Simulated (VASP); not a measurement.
# Ta12Si in VASP: single point with LDA

Aim: the single point of Ta12Si with LDA.

Everything below comes from runs of VASP 6.6.1. Logs are shortened: lines on timing, memory, paths and dates and some standing lists are left out, and cuts for length are marked.

## 1. The cell of the first run

The cell holds a slab with vacuum, 13 atoms: a = 5.634 Å, b = 5.634 Å, c = 19.944 Å, α = 90.00°, β = 90.00°, γ = 109.47°.

## 2. Single point, LDA

File INCAR:

```
SYSTEM = Ta12Si
  PREC = Accurate
  ENCUT = 520
  EDIFF = 1E-6
  ISMEAR = 0
  SIGMA = 0.1
  LREAL = .False.
  LASPH = .True.
  NELM = 100
  ALGO = Fast
  ISIF = 2
  LWAVE = .False.
  LCHARG = .False.
  LDIPOL = .True.
  IDIPOL = 3
  DIPOL = 0.5 0.5 0.329
  GGA = CA
  NBANDS = 80
```

File KPOINTS:

```
regular mesh
0
Gamma
  5 5 1
  0 0 0
```

File POSCAR:

```
Ta12Si
1.0
    5.6341016690      0.0000000000      0.0000000000
   -1.8780338897      5.3118819947      0.0000000000
    0.0000000000      0.0000000000     19.9444203651
Ta Si
12 1
Direct
    0.2500000000      0.2500000000      0.2005573452
    0.2500000000      0.7500000000      0.2005573452
    0.7500000000      0.2500000000      0.2005573452
    0.7500000000      0.7500000000      0.2005573452
    0.0000000000      0.0000000000      0.3119800438
    0.0000000000      0.5000000000      0.3119800438
    0.5000000000      0.0000000000      0.3119800438
    0.5000000000      0.5000000000      0.3119800438
    0.2463349518      0.2791318498      0.4285906104
    0.2264614901      0.7735385099      0.4187246359
    0.7397264587      0.2602735413      0.4287314892
    0.7208681502      0.7536650482      0.4285906104
    0.3333333333      0.6666666667      0.5280962417
```

Potentials or basis: VASP PAW LDA potentials, release 64 (Ta_pv, Si).

Command:

```bash
$ cat potpaw_LDA.64/Ta_pv/POTCAR potpaw_LDA.64/Si/POTCAR > POTCAR
$ mpirun -np 1 vasp_std > vasp.out
```

OUTCAR:

```text
SYSTEM = Ta12Si
   PREC = Accurate
   ENCUT = 520
   EDIFF = 1E-6
   ISMEAR = 0
   LREAL = .False.
   LASPH = .True.
   NELM = 100
   ISIF = 2
   GGA = CA

 ion  position               nearest neighbor table
   1  0.250  0.250  0.201-   5 2.75   8 2.75   2 2.82   2 2.82   3 2.82   3 2.82   7 3.20   6 3.20
                             4 3.25   4 3.25
   2  0.250  0.750  0.201-   6 2.75   7 2.75   1 2.82   1 2.82   4 2.82   4 2.82   5 3.20   8 3.20
                             3 3.25   3 3.25
   3  0.750  0.250  0.201-   6 2.75   7 2.75   4 2.82   4 2.82   1 2.82   1 2.82   5 3.20   8 3.20
                             2 3.25   2 3.25
   4  0.750  0.750  0.201-   5 2.75   8 2.75   3 2.82   3 2.82   2 2.82   2 2.82   7 3.20   6 3.20
                             1 3.25   1 3.25
   5  0.000  0.000  0.312-   1 2.75   4 2.75   6 2.82   6 2.82   7 2.82   7 2.82   9 2.89  12 2.89
                            10 2.98   2 3.20   3 3.20   8 3.25   8 3.25  11 3.34
   6  0.000  0.500  0.312-  10 2.69   3 2.75   2 2.75   5 2.82   5 2.82   8 2.82   8 2.82  11 2.84
                             9 3.17   4 3.20   1 3.20   7 3.25   7 3.25  12 3.38
   7  0.500  0.000  0.312-  10 2.69   3 2.75   2 2.75   8 2.82   8 2.82   5 2.82   5 2.82  11 2.84
                            12 3.17   4 3.20   1 3.20   6 3.25   6 3.25   9 3.38
   8  0.500  0.500  0.312-   1 2.75   4 2.75  12 2.80   9 2.80   7 2.82   7 2.82   6 2.82   6 2.82
                             3 3.20   2 3.20  11 3.21   5 3.25   5 3.25  10 3.30
   9  0.246  0.279  0.429-   8 2.80  11 2.82  10 2.82  11 2.82  10 2.83  13 2.87   5 2.89  12 3.09
                             6 3.17   7 3.38  12 3.42
  10  0.226  0.774  0.419-  13 2.39   6 2.69   7 2.69   9 2.82  12 2.82   9 2.83  12 2.83   5 2.98
                            11 3.26  11 3.26   8 3.30
  11  0.740  0.260  0.429-  12 2.82   9 2.82  12 2.82   9 2.82   7 2.84   6 2.84   8 3.21  10 3.26
                            10 3.26   5 3.34
  12  0.721  0.754  0.429-   8 2.80  11 2.82  10 2.82  11 2.82  10 2.83  13 2.87   5 2.89   9 3.09
                             7 3.17   6 3.38   9 3.42
  13  0.333  0.667  0.528-  10 2.39   9 2.87  12 2.87

  LATTYP: Found a base centered orthorhombic cell.
 ALAT       =     6.5057002304
 B/A-ratio  =     1.4142135624
 C/A-ratio  =     3.0656838862

  Lattice vectors:

 A1 = (   5.6341016690,   0.0000000000,   0.0000000000)
 A2 = (  -1.8780338897,   5.3118819947,   0.0000000000)
 A3 = (   0.0000000000,   0.0000000000,  19.9444203651)

Analysis of symmetry for initial positions (statically):
=====================================================================
 Subroutine PRICEL returns:
 Original cell was already a primitive cell.

 Routine SETGRP: Setting up the symmetry group for a
 base centered orthorhombic supercell.

 Subroutine GETGRP returns: Found  2 space group operations
 (whereof  2 operations were pure point group operations)
 out of a pool of  8 trial point group operations.

The static configuration has the point symmetry C_1h.

Analysis of symmetry for dynamics (positions and initial velocities):
=====================================================================
 Subroutine PRICEL returns:
 Original cell was already a primitive cell.

 Routine SETGRP: Setting up the symmetry group for a
 base centered orthorhombic supercell.

 Subroutine GETGRP returns: Found  2 space group operations
 (whereof  2 operations were pure point group operations)
 out of a pool of  8 trial point group operations.

The dynamic configuration has the point symmetry C_1h.

 Subroutine INISYM returns: Found  2 space group operations
 (whereof  2 operations are pure point group operations),
 and found     1 'primitive' translations

----------------------------------------------------------------------------------------

                                     Primitive cell

  volume of cell :     596.8903

  direct lattice vectors                    reciprocal lattice vectors
     5.634101669  0.000000000  0.000000000     0.177490585  0.062752398  0.000000000
    -1.878033890  5.311881995  0.000000000     0.000000000  0.188257194  0.000000000
     0.000000000  0.000000000 19.944420365     0.000000000  0.000000000  0.050139336

  length of vectors
     5.634101669  5.634101669 19.944420365     0.188257194  0.188257194  0.050139336

  position of ions in fractional coordinates (direct lattice)
     0.250000000  0.250000000  0.200557345
     0.250000000  0.750000000  0.200557345
     0.750000000  0.250000000  0.200557345
     0.750000000  0.750000000  0.200557345
     0.000000000  0.000000000  0.311980044
     0.000000000  0.500000000  0.311980044
     0.500000000  0.000000000  0.311980044
     0.500000000  0.500000000  0.311980044
     0.246334952  0.279131850  0.428590610
[... 54 lines left out ...]
 -0.400000  0.200000  0.000000      4.000000
 -0.200000  0.200000  0.000000      2.000000
  0.400000  0.400000  0.000000      2.000000
 -0.400000  0.400000  0.000000      2.000000
   k-points           NKPTS =      9   k-points in BZ     NKDIM =      9   number of bands    NBANDS=     80
   number of dos      NEDOS =    301   number of ions     NIONS =     13
   total plane-waves  NPLWV = 264600
   dimension x,y,z NGX =    42 NGY =   42 NGZ =  150
   dimension x,y,z NGXF=    84 NGYF=   84 NGZF=  300
   ions per type =              12   1
   NGX,Y,Z   is equivalent  to a cutoff of  12.39, 12.39, 12.50 a.u.
   NGXF,Y,Z  is equivalent  to a cutoff of  24.79, 24.79, 25.01 a.u.
 SYSTEM =  Ta12Si
   PREC   = accura    normal or accurate (medium, high low for compatibility)
   ISTART =      0    job   : 0-new  1-cont  2-samecut
   ICHARG =      2    charge: 1-file 2-atom 10-const
   ISPIN  =      1    spin polarized calculation?
   LNONCOLLINEAR =      F non collinear calculations
   LSORBIT =      F    spin-orbit coupling
   LASPH  =      T    aspherical Exc in radial PAW
   ENCUT  =  520.0 eV  38.22 Ry    6.18 a.u.  10.48 10.48 37.08*2*pi/ulx,y,z
   NELM   =    100;   NELMIN=  2; NELMDL= -5     # of ELM steps
   EDIFF  = 0.1E-05   stopping-criterion for ELM
   LREAL  =      F    real-space projection
   EDIFFG = 0.1E-04   stopping-criterion for IOM
   NSW    =      0    number of steps for IOM
   IBRION =     -1    ionic relax: 0-MD 1-quasi-New 2-CG
   NFREE  =      0    steps in history (QN), initial steepest desc. (CG)
   ISIF   =      2    stress and relaxation
   ISYM   =      2    0-nonsym 1-usesym 2-fastsym
   POTIM  = 0.5000    time-step for ionic-motion
   TEBEG  =    0.0;   TEEND  =   0.0 temperature during run
   PSTRESS=    0.0 pullay stress
   NELECT =     136.0000    total number of electrons
   NUPDOWN=      -1.0000    fix difference up-down
   EMIN   =  10.00;   EMAX   =-10.00  energy-range for DOS
   EFERMI =   0.00;   METHOD = LEGACY
   ISMEAR =     0;   SIGMA  =   0.10  broadening in eV -4-tet -1-fermi 0-gaus
   EFERMI_NEDOS =   21; number of points for ismear=-14 and -15
   IALGO  =     68    algorithm
   IMIX   =      4    mixing-type and parameters
     AMIX     =   0.40;   BMIX     =  1.00
     AMIX_MAG =   1.60;   BMIX_MAG =  1.00
  volume/ion in A,a.u.               =      45.91       309.85
  Fermi-wavevector in a.u.,A,eV,Ry     =   0.999899  1.889536 13.603088  0.999799
  Thomas-Fermi vector in A             =   2.132220
   LORBIT       =      0    0 simple, 1 ext, 2 COOP (PROOUT), +10 PAW based schemes
   GGA     = CA    functional components
   LHFCALC =     F    Hartree Fock is set to
   AEXX    =    0.0000 exact exchange contribution
   IVDW    =     0    specifies the selected vdW correction
   LEPSILON=     F    determine dielectric tensor
   LRPA    =     F    only Hartree local field effects (RPA)
 non-spin polarized calculation
 RMM-DIIS sequential band-by-band and
 Gauss-broadening in eV      SIGMA  =   0.10
  energy-cutoff  :      520.00
  volume of cell :      596.89
 maximum number of plane-waves:     16108
 NGX is ok and might be reduce to    42
   NGX = 21   NGY = 21   NGZ = 75

 dipolmoment           0.000000      0.000000     -0.004030 electrons x Angstroem

 number of electron     136.0000000 magnetization

 dipolmoment           0.000000      0.000000      0.010656 electrons x Angstroem

 Free energy of the ion-electron system (eV)
  ---------------------------------------------------
  ext. energy  EPLUGINS =         0.00000000
  ---------------------------------------------------
  free energy    TOTEN  =      -149.40931481 eV

  energy without entropy =     -149.32257610  energy(sigma->0) =     -149.36594546

 E-fermi :  -0.6976     XC(G=0):  -5.9580

 val. band max:       -0.7038488173   @ k =   0.2000  -0.0000   0.0000
 cond. band min:      -0.6925043464   @ k =   0.2000   0.2000   0.0000
 fundamental gap:      0.0113444709
 Fermi energy:        -0.6975896563

 k-point     1 :       0.0000    0.0000    0.0000
  band No.  band energies     occupation
      1     -35.1607      2.00000
      2     -35.1234      2.00000
      3     -35.0831      2.00000
      4     -35.0578      2.00000
      5     -35.0313      2.00000
      6     -35.0091      2.00000
[... 736 lines left out ...]
     79       0.8909      0.00000
     80       1.1306      0.00000

------------------------ aborting loop because EDIFF is reached ----------------------------------------

 vacuum level on the upper side and lower side of the slab       (xc-potential included)        -0.118        -0.131

  FORCE on cell =-STRESS in cart. coord.  units (eV):
  Direction    XX          YY          ZZ          XY          YZ          ZX
  --------------------------------------------------------------------------------------
  -------------------------------------------------------------------------------------
  Total      -11.7851005    -11.4423140     -0.1443209      0.4847734     -2.1524450      3.0440167
  in kB      -31.6336538    -30.7135435     -0.3873873      1.3012324     -5.7776087      8.1707721
  external PRESSURE =     -20.9115282 kB  Pullay stress =       0.0000000 kB

 VOLUME and BASIS-vectors are now :
 -----------------------------------------------------------------------------
  energy-cutoff  :      520.00
  volume of cell :      596.89
      direct lattice vectors                 reciprocal lattice vectors
     5.634101669  0.000000000  0.000000000     0.177490585  0.062752398  0.000000000
    -1.878033890  5.311881995  0.000000000     0.000000000  0.188257194  0.000000000
     0.000000000  0.000000000 19.944420365     0.000000000  0.000000000  0.050139336

 POSITION                                       TOTAL-FORCE (eV/Angst)
 -----------------------------------------------------------------------------------
      0.93902      1.32797      4.00000         0.116690      0.035411      0.042374
     -0.00000      3.98391      4.00000        -0.075986      0.053730     -0.026806
      3.75607      1.32797      4.00000         0.076253     -0.053919      0.201462
      2.81705      3.98391      4.00000         0.005510     -0.121820      0.042374
      0.00000      0.00000      6.22226        -0.341056      0.241163      0.133863
     -0.93902      2.65594      6.22226        -0.568424     -0.467798     -0.354610
      2.81705      0.00000      6.22226         0.251570      0.691848     -0.354610
      1.87803      2.65594      6.22226        -0.236263      0.167063      0.132592
      0.86366      1.48272      8.54799         0.003175     -0.013981      0.030132
     -0.17682      4.10895      8.35122        -0.013281      0.009391      0.027273
      3.67889      1.38254      8.55080         0.002684     -0.001898      0.052403
      2.64604      4.00338      8.54799         0.014240      0.001667      0.030132
      0.62601      3.54125     10.53257         0.764888     -0.540857      0.043419
 -----------------------------------------------------------------------------------
    total drift:                               -0.000200      0.000142      0.000819

  FREE ENERGIE OF THE ION-ELECTRON SYSTEM (eV)
  ---------------------------------------------------
  free  energy   TOTEN  =      -149.4093148135 eV

  energy  without entropy=     -149.3225761006  energy(sigma->0) =     -149.36594546

 vacuum level on the upper side and lower side of the slab         4.228         4.214
```

It took 18 min on 1 thread of Oxide Virtual Turin-like, shared host; peak memory 0.57 GiB.

What came out:

- Free energy: -149.4093 eV
- Largest force: 0.938 eV/Å
- Band gap on the k mesh: zero (bands 68 and 69 overlap by 0.70 eV)

Forces on the atoms (eV/Å):
```
Ta   0.117  0.035  0.042
Ta  -0.076  0.054 -0.027
Ta   0.076 -0.054  0.201
Ta   0.006 -0.122  0.042
Ta  -0.341  0.241  0.134
Ta  -0.568 -0.468 -0.355
Ta   0.252  0.692 -0.355
Ta  -0.236  0.167  0.133
Ta   0.003 -0.014  0.030
Ta  -0.013  0.009  0.027
Ta   0.003 -0.002  0.052
Ta   0.014  0.002  0.030
Si   0.765 -0.541  0.043
```

Levels at points of the mesh, in eV from the Fermi level:
```tsv
k point	band 66	band 67	band 68	band 69	band 70	band 71
(0.00, 0.00, 0.00)	0.09	0.12	0.44	0.57	0.95	1.05
```

Caveat: spin-orbit coupling is left out, which moves the levels of the heavy elements.
